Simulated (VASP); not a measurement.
## NbAs: single point with PBE

NbAs:

```xyz
4
Lattice="-1.7259 1.7259 5.8400 1.7259 -1.7259 5.8400 1.7259 1.7259 -5.8400" Properties=species:S:1:pos:R:3 pbc="T T T"
Nb    0.0000    0.0000    8.7600
Nb    0.0000    1.7259    0.0000
As    0.0000    0.0000    1.9389
As    0.0000    1.7259    4.8589
```

* Program: VASP 6.6.1
* Task: single point
* Functional: PBE
* Potentials or basis: VASP PAW PBE potentials, release 64 (Nb_sv, As)
* Cutoff: 500 eV
* k mesh: 2 × 2 × 2
* Occupations: gaussian, width 0.1 eV
* Spin: no spin polarisation

```yaml
Pressure: 6.5 GPa
Largest_force: 0.058 eV/Å
Band_gap_on_the_k_mesh: 0.04 eV, direct
```

Forces in eV/Å, atoms in the order of the input:
```
Nb   0.000  0.000 -0.058
Nb   0.000  0.000 -0.058
As   0.000  0.000  0.058
As   0.000  0.000  0.058
```

Stress tensor (GPa, compression positive):
```
5.06 0.00 0.00
0.00 5.06 0.00
0.00 0.00 9.52
```

Levels at points of the mesh, in eV from the valence-band top:
```
           k point  band 16  band 17  band 18  band 19  band 20  band 21
(0.00, 0.00, 0.00)    -1.66    -1.34    -1.34     0.65     1.21     2.43
(0.50, 0.00, 0.00)    -1.81    -1.44     0.00     0.04     1.14     2.09
(0.50, 0.50, 0.00)    -2.76    -0.60    -0.60     2.34     2.34     2.65
(0.50, 0.50, 0.50)    -2.55    -0.43    -0.43     0.92     0.92     1.89
```

Run time: 24 s on 1 thread of Intel(R) Xeon(R) Platinum 8259CL CPU @ 2.50GHz (Skylake/Cascade Lake), with other jobs on the host, peak memory 0.3 GiB.

Caveat: the k points lie up to 1.29 Å⁻¹ apart. A k mesh can miss the band edges.
